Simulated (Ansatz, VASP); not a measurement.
Al2Cu: VASP beside Ansatz

Contents of INCAR:

```
PREC = Accurate
ENCUT = 520
EDIFF = 1E-6
ISMEAR = 0
SIGMA = 0.15
LREAL = False
LASPH = True
NELM = 60
ALGO = Fast
ISIF = 2
LWAVE = False
LCHARG = False
GGA = PS
NBANDS = 26
```

Contents of KPOINTS:

```
regular mesh
0
Gamma
  10 10 10
```

The input POSCAR:

```
Al2Cu
1.0
   -3.1463500000      3.1463500000      2.3896500000
    3.1463500000     -3.1463500000      2.3896500000
    3.1463500000      3.1463500000     -2.3896500000
Al Cu
4 2
Direct
    0.1593210787      0.6593210787      0.8186421574
    0.6593210787      0.8406789213      0.5000000000
    0.8406789213      0.3406789213      0.1813578426
    0.3406789213      0.1593210787      0.5000000000
    0.7500000000      0.7500000000      0.0000000000
    0.2500000000      0.2500000000      0.0000000000
```

Input for Ansatz:

```yaml
crystal:
  lattice:
    - [-3.14635, 3.14635, 2.38965]
    - [3.14635, -3.14635, 2.38965]
    - [3.14635, 3.14635, -2.38965]
  atoms:
    - { symbol: Al, position: [0.1593210787, 0.6593210787, 0.8186421574] }
    - { symbol: Al, position: [0.6593210787, 0.8406789213, 0.5] }
    - { symbol: Al, position: [0.8406789213, 0.3406789213, 0.1813578426] }
    - { symbol: Al, position: [0.3406789213, 0.1593210787, 0.5] }
    - { symbol: Cu, position: [0.75, 0.75, 0.0] }
    - { symbol: Cu, position: [0.25, 0.25, 0.0] }
basis:
  ecutwfc: 520.0
kpoints:
  mp_grid: { grid: [10, 10, 10] }
hamiltonian:
  xc: pbesol
  pseudopotentials: { kind: paw, azcp: { folder: soft_1 } }
scf:
  occupations: { method: gaussian, width: 0.15 }
output:
  forces: true
  stress: true
  eigenvalues: true
```

Alike in both runs: task single point; functional PBEsol; k mesh 10 × 10 × 10; occupations gaussian, width 0.15 eV; no spin polarisation.

```csv
,VASP,Ansatz
version,VASP 6.6.1,Ansatz 0.2.0
potentials or method,"VASP PAW PBE potentials, release 64 (Al, Cu), cutoff 520 eV","scalar-relativistic, plane waves, PAW"
valence electrons in the cell,34,50
```

Ansatz gave:

- gap on the k mesh at the Fermi level (eV): none
- pressure (GPa): -7.6
- traceless stress, the component that is largest in VASP (GPa): 4.82
- rms of the force components (eV/Å): 0.034

Q: Estimate VASP's values.

A: gap on the k mesh at the Fermi level (eV): none; pressure (GPa): -7.5; traceless stress, the component that is largest in VASP (GPa): 4.83; rms of the force components (eV/Å): 0.036.

VASP's potentials were made for PBE, not for PBEsol, and Ansatz warns of the same on its side. Atom by atom the forces differ by 0.002 eV/Å (rms over components). A gap of «none» marks a metal or a gap that the smearing closes. VASP's potentials hold 34 valence electrons a cell and Ansatz's 50, so a difference there can come from the potentials and not from the codes.
